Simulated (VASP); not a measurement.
# LiF (Fm-3m) in VASP: notebook

The runs below take LiF through single point, with PBE, LDA.

All numbers are computed with VASP 6.6.1; they aren't measurements. Logs are shortened: lines on timing, memory, paths and dates and some standing lists are left out, and cuts for length are marked.

### Step 1. The cell of the first run

The structure is cubic, space group Fm-3m (No. 225). Conventional cell: a = 4.028 Å, b = 4.028 Å, c = 4.028 Å, α = 90.00°, β = 90.00°, γ = 90.00°. Within 2.7 Å of Li (site symmetry m-3m) lie 6 F at 2.01 Å. Within 2.7 Å of F (site symmetry m-3m) lie 6 Li at 2.01 Å.

### Step 2. Single point, PBE

Input file INCAR:

```
PREC = Accurate ; ENCUT = 520
EDIFF = 1E-6 ; ISMEAR = 0
SIGMA = 0.05 ; LREAL = F
LASPH = T ; NELM = 100
ALGO = Normal ; ISIF = 2
LWAVE = F ; LCHARG = F
GGA = PE ; NBANDS = 12
```

Input file KPOINTS:

```
Automatic mesh
0
Gamma
  10 10 10
```

Input file POSCAR:

```
LiF
1.0
    0.0000000000      2.0140017468      2.0140017468
    2.0140017468      0.0000000000      2.0140017468
    2.0140017468      2.0140017468      0.0000000000
Li F
1 1
Direct
    0.0000000000      0.0000000000      0.0000000000
    0.5000000000      0.5000000000      0.5000000000
```

Potentials or basis: VASP PAW PBE potentials, release 64 (Li_sv, F).

On the command line:

```console
cat potpaw_PBE.64/Li_sv/POTCAR potpaw_PBE.64/F/POTCAR > POTCAR
mpirun -np 1 vasp_std > vasp.out
```

OUTCAR:

```text
PREC = Accurate
   ENCUT = 520
   EDIFF = 1E-6
   ISMEAR = 0
   LREAL = F
   LASPH = T
   NELM = 100
   ISIF = 2
   GGA = PE

 ion  position               nearest neighbor table
   1  0.000  0.000  0.000-   2 2.01   2 2.01   2 2.01   2 2.01   2 2.01   2 2.01
   2  0.500  0.500  0.500-   1 2.01   1 2.01   1 2.01   1 2.01   1 2.01   1 2.01

  LATTYP: Found a face centered cubic cell.
 ALAT       =     4.0280034936

  Lattice vectors:

 A1 = (   0.0000000000,   2.0140017468,   2.0140017468)
 A2 = (   2.0140017468,   0.0000000000,   2.0140017468)
 A3 = (   2.0140017468,   2.0140017468,   0.0000000000)

Analysis of symmetry for initial positions (statically):
=====================================================================
 Subroutine PRICEL returns:
 Original cell was already a primitive cell.

 Routine SETGRP: Setting up the symmetry group for a
 face centered cubic supercell.

 Subroutine GETGRP returns: Found 48 space group operations
 (whereof 48 operations were pure point group operations)
 out of a pool of 48 trial point group operations.

The static configuration has the point symmetry O_h .

Analysis of symmetry for dynamics (positions and initial velocities):
=====================================================================
 Subroutine PRICEL returns:
 Original cell was already a primitive cell.

 Routine SETGRP: Setting up the symmetry group for a
 face centered cubic supercell.

 Subroutine GETGRP returns: Found 48 space group operations
 (whereof 48 operations were pure point group operations)
 out of a pool of 48 trial point group operations.

The dynamic configuration has the point symmetry O_h .

 Subroutine INISYM returns: Found 48 space group operations
 (whereof 48 operations are pure point group operations),
 and found     1 'primitive' translations

----------------------------------------------------------------------------------------

                                     Primitive cell

  volume of cell :      16.3384

  direct lattice vectors                    reciprocal lattice vectors
     0.000000000  2.014001747  2.014001747    -0.248261950  0.248261950  0.248261950
     2.014001747  0.000000000  2.014001747     0.248261950 -0.248261950  0.248261950
     2.014001747  2.014001747  0.000000000     0.248261950  0.248261950 -0.248261950

  length of vectors
     2.848228585  2.848228585  2.848228585     0.430002310  0.430002310  0.430002310

  position of ions in fractional coordinates (direct lattice)
     0.000000000  0.000000000  0.000000000
[... 89 lines left out ...]
   NELECT =      10.0000    total number of electrons
   NUPDOWN=      -1.0000    fix difference up-down
   EMIN   =  10.00;   EMAX   =-10.00  energy-range for DOS
   EFERMI =   0.00;   METHOD = LEGACY
   ISMEAR =     0;   SIGMA  =   0.05  broadening in eV -4-tet -1-fermi 0-gaus
   EFERMI_NEDOS =   21; number of points for ismear=-14 and -15
   IALGO  =     38    algorithm
   IMIX   =      4    mixing-type and parameters
     AMIX     =   0.40;   BMIX     =  1.00
     AMIX_MAG =   1.60;   BMIX_MAG =  1.00
  volume/ion in A,a.u.               =       8.17        55.13
  Fermi-wavevector in a.u.,A,eV,Ry     =   1.389969  2.626660 26.286629  1.932013
  Thomas-Fermi vector in A             =   2.513949
   LORBIT       =      0    0 simple, 1 ext, 2 COOP (PROOUT), +10 PAW based schemes
   GGA     = PE    functional components
   LHFCALC =     F    Hartree Fock is set to
   AEXX    =    0.0000 exact exchange contribution
   IVDW    =     0    specifies the selected vdW correction
   LEPSILON=     F    determine dielectric tensor
   LRPA    =     F    only Hartree local field effects (RPA)
 non-spin polarized calculation
 Gauss-broadening in eV      SIGMA  =   0.05
  energy-cutoff  :      520.00
  volume of cell :       16.34
 maximum number of plane-waves:       459
 NGX is ok and might be reduce to    24
   NGX = 11   NGY = 11   NGZ = 11

 number of electron      10.0000000 magnetization

 number of electron       9.9999992 magnetization

 Free energy of the ion-electron system (eV)
  ---------------------------------------------------
  ext. energy  EPLUGINS =         0.00000000
  ---------------------------------------------------
  free energy    TOTEN  =        -9.63754902 eV

  energy without entropy =       -9.63754902  energy(sigma->0) =       -9.63754902

 E-fermi :  -0.5941     XC(G=0):  -9.9825

 val. band max:       -1.0186043232   @ k =   0.0000   0.0000   0.0000
 cond. band min:       8.0685238418   @ k =   0.0000   0.0000   0.0000
 fundamental gap:      9.0871281650
 Fermi energy:        -0.5941354712

 k-point     1 :       0.0000    0.0000    0.0000
  band No.  band energies     occupation
      1     -41.9391      2.00000
      2     -20.9936      2.00000
      3      -1.0186      2.00000
      4      -1.0186      2.00000
      5      -1.0186      2.00000
      6       8.0685      0.00000
      7      22.9473      0.00000
      8      22.9473      0.00000
      9      22.9473      0.00000
     10      23.3053      0.00000
     11      23.3053      0.00000
     12      23.3053      0.00000
[... 331 lines left out ...]
 k-point    24 :       0.4000    0.3000    0.0000
  band No.  band energies     occupation
      1     -41.8789      2.00000
      2     -20.4652      2.00000
      3      -3.3352      2.00000
      4      -1.8906      2.00000
      5      -1.7788      2.00000
      6      12.0626      0.00000
      7      15.7707      0.00000
      8      17.5194      0.00000
      9      19.1436      0.00000
     10      20.2087      0.00000
     11      32.9006      0.00000
     12      33.8930      0.00000

 [... further k-points ...]

------------------------ aborting loop because EDIFF is reached ----------------------------------------

  FORCE on cell =-STRESS in cart. coord.  units (eV):
  Direction    XX          YY          ZZ          XY          YZ          ZX
  --------------------------------------------------------------------------------------
  -------------------------------------------------------------------------------------
  Total        0.1684065      0.1684065      0.1684065      0.0000000      0.0000000     -0.0000000
  in kB       16.5142866     16.5142866     16.5142866      0.0000000      0.0000000     -0.0000000
  external PRESSURE =      16.5142866 kB  Pullay stress =       0.0000000 kB

 VOLUME and BASIS-vectors are now :
 -----------------------------------------------------------------------------
  energy-cutoff  :      520.00
  volume of cell :       16.34
      direct lattice vectors                 reciprocal lattice vectors
     0.000000000  2.014001747  2.014001747    -0.248261950  0.248261950  0.248261950
     2.014001747  0.000000000  2.014001747     0.248261950 -0.248261950  0.248261950
     2.014001747  2.014001747  0.000000000     0.248261950  0.248261950 -0.248261950

 POSITION                                       TOTAL-FORCE (eV/Angst)
 -----------------------------------------------------------------------------------
      0.00000      0.00000      0.00000        -0.000000      0.000000      0.000000
      2.01400      2.01400      2.01400         0.000000      0.000000     -0.000000
 -----------------------------------------------------------------------------------
    total drift:                               -0.000000     -0.000000      0.000000

  FREE ENERGIE OF THE ION-ELECTRON SYSTEM (eV)
  ---------------------------------------------------
  free  energy   TOTEN  =        -9.6375490204 eV

  energy  without entropy=       -9.6375490204  energy(sigma->0) =       -9.63754902
```

It took 6.7 s on 1 thread of Intel Xeon Platinum 8259CL at 2.50GHz (Skylake/Cascade Lake), shared host; peak memory 0.13 GiB.

What came out:

| Item | Value |
| --- | --- |
| Free energy | -9.6375 eV |
| Band gap on the k mesh | 9.09 eV, direct |

Caveat: the cutoff is under 1.25 times the usual one of these potentials, so pressure, stress and relaxed cells hold a basis-set (Pulay) error.

### Step 3. Single point, LDA

Input file INCAR:

```
PREC = Accurate
ENCUT = 520
EDIFF = 1E-7
ISMEAR = 0
SIGMA = 0.05
LREAL = F
LASPH = T
NELM = 100
ALGO = Normal
ISIF = 2
LWAVE = F
LCHARG = T
LELF = T
LVHAR = T
NBANDS = 12
```

Input file KPOINTS:

```
regular mesh
0
Gamma
  10 10 10
```

POSCAR is that of step 2.

Potentials or basis: VASP PAW LDA potentials, release 64 (Li_sv, F).

On the command line:

```console
cat potpaw_LDA.64/Li_sv/POTCAR potpaw_LDA.64/F/POTCAR > POTCAR
mpirun -np 1 vasp_std > vasp.out
```

It took 6.3 s on 1 thread of Intel Xeon Platinum 8259CL at 2.50GHz (Skylake/Cascade Lake), shared host; peak memory 0.12 GiB.

It converged, with:

| Quantity | Value |
| --- | --- |
| Free energy | -10.4718 eV |
| Band gap on the k mesh | 8.83 eV, direct |

Levels at points of the mesh, in eV from the valence-band top:
```tsv
k point	band 2	band 3	band 4	band 5	band 6	band 7	band 8	band 9
(0.00, 0.00, 0.00)	-19.57	0.00	0.00	0.00	8.83	23.46	23.46	23.46
(0.50, 0.00, 0.00)	-19.12	-2.58	-0.23	-0.23	10.37	16.38	18.41	18.41
(0.50, 0.50, 0.00)	-18.83	-3.12	-1.03	-1.03	14.41	16.03	17.13	19.76
```

Caveat: the cutoff is under 1.25 times the usual one of these potentials, so pressure, stress and relaxed cells hold a basis-set (Pulay) error. A hybrid or GW would open this gap; LDA tends to underestimate it.

### Step 4. Single point, LDA (volume scaled by 1.04)

Input file INCAR:

```
  ALGO = Normal
  EDIFF = 1E-7
  ENCUT = 520
  ISIF = 2
  ISMEAR = 0
  LASPH = T
  LCHARG = F
  LREAL = F
  LWAVE = F
  NBANDS = 12
  NELM = 60
  PREC = Accurate
  SIGMA = 0.05
```

Input file KPOINTS:

```
k-points
0
Gamma
  10 10 10
```

Input file POSCAR:

```
LiF
1.0
    0.0000000000      1.9801616542      1.9801616542
    1.9801616542      0.0000000000      1.9801616542
    1.9801616542      1.9801616542      0.0000000000
Li F
1 1
Direct
    0.0000000000      0.0000000000      0.0000000000
    0.5000000000      0.5000000000      0.5000000000
```

Potentials or basis: VASP PAW LDA potentials, release 64 (Li_sv, F).

On the command line:

```console
cat potpaw_LDA.64/Li_sv/POTCAR potpaw_LDA.64/F/POTCAR > POTCAR
mpirun -np 1 vasp_std > vasp.out
```

OUTCAR:

```text
EDIFF = 1E-7
   ENCUT = 520
   ISIF = 2
   ISMEAR = 0
   LASPH = T
   LREAL = F
   NELM = 60
   PREC = Accurate

 ion  position               nearest neighbor table
   1  0.000  0.000  0.000-   2 1.98   2 1.98   2 1.98   2 1.98   2 1.98   2 1.98
   2  0.500  0.500  0.500-   1 1.98   1 1.98   1 1.98   1 1.98   1 1.98   1 1.98

  LATTYP: Found a face centered cubic cell.
 ALAT       =     3.9603233084

  Lattice vectors:

 A1 = (   0.0000000000,   1.9801616542,   1.9801616542)
 A2 = (   1.9801616542,   0.0000000000,   1.9801616542)
 A3 = (   1.9801616542,   1.9801616542,   0.0000000000)
[... 537 lines left out ...]
      8      17.7149      0.00000
      9      19.2636      0.00000
     10      20.3507      0.00000
     11      33.8044      0.00000
     12      34.4529      0.00000

 [... further k-points ...]
[... 5 lines left out ...]
  --------------------------------------------------------------------------------------
  -------------------------------------------------------------------------------------
  Total       -0.3288221     -0.3288221     -0.3288221      0.0000000     -0.0000000      0.0000000
  in kB      -33.9265509    -33.9265509    -33.9265509      0.0000000     -0.0000000      0.0000000
  external PRESSURE =     -33.9265509 kB  Pullay stress =       0.0000000 kB

 VOLUME and BASIS-vectors are now :
 -----------------------------------------------------------------------------
  energy-cutoff  :      520.00
  volume of cell :       15.53
      direct lattice vectors                 reciprocal lattice vectors
     0.000000000  1.980161654  1.980161654    -0.252504637  0.252504637  0.252504637
     1.980161654  0.000000000  1.980161654     0.252504637 -0.252504637  0.252504637
     1.980161654  1.980161654  0.000000000     0.252504637  0.252504637 -0.252504637

 POSITION                                       TOTAL-FORCE (eV/Angst)
 -----------------------------------------------------------------------------------
      0.00000      0.00000      0.00000        -0.000000     -0.000000      0.000000
      1.98016      1.98016      1.98016         0.000000      0.000000     -0.000000
 -----------------------------------------------------------------------------------
    total drift:                               -0.000000     -0.000000      0.000000

  FREE ENERGIE OF THE ION-ELECTRON SYSTEM (eV)
  ---------------------------------------------------
  free  energy   TOTEN  =       -10.4953059941 eV

  energy  without entropy=      -10.4953059941  energy(sigma->0) =      -10.49530599
```

It took 5.8 s on 1 thread of Intel Xeon Platinum 8259CL at 2.50GHz (Skylake/Cascade Lake), shared host; peak memory 0.12 GiB.

Results:

| Property | Result |
| --- | --- |
| Free energy | -10.4953 eV |
| Band gap on the k mesh | 9.31 eV, direct |

Levels at points of the mesh, in eV from the valence-band top:
```csv
k point,band 1,band 2,band 3,band 4,band 5,band 6,band 7,band 8,band 9,band 10
"(0.00, 0.00, 0.00)",-39.66,-19.71,0.00,0.00,0.00,9.31,24.11,24.11,24.11,24.40
"(0.50, 0.00, 0.00)",-39.57,-19.23,-2.74,-0.25,-0.25,10.63,16.99,18.80,18.80,30.82
"(0.50, 0.50, 0.00)",-39.55,-18.90,-3.35,-1.11,-1.11,14.89,16.26,17.76,20.35,20.35
```

Caveat: the cutoff is under 1.25 times the usual one of these potentials, so pressure, stress and relaxed cells hold a basis-set (Pulay) error. A k mesh can miss the band edges.

### Step 5. Summary

```tsv
level	potentials or basis	cell	gap on the mesh (eV)
PBE	VASP PAW PBE potentials, release 64 (Li_sv, F)	a = 2.848 Å, angles 60.0°, 2 atoms	9.09
LDA	VASP PAW LDA potentials, release 64 (Li_sv, F)	a = 2.848 Å, angles 60.0°, 2 atoms	8.83
LDA	VASP PAW LDA potentials, release 64 (Li_sv, F)	a = 2.800 Å, angles 60.0°, 2 atoms	9.31
```

Alike in all rows: task single point; no spin polarisation; k mesh 10 × 10 × 10; cutoff (eV) 520; smearing gaussian 0.05 eV.

Caveats: the cutoff is under 1.25 times the usual one of these potentials, so pressure, stress and relaxed cells hold a basis-set (Pulay) error.

Total energies depend on the potentials used, so only differences within one code and one set of settings carry meaning.
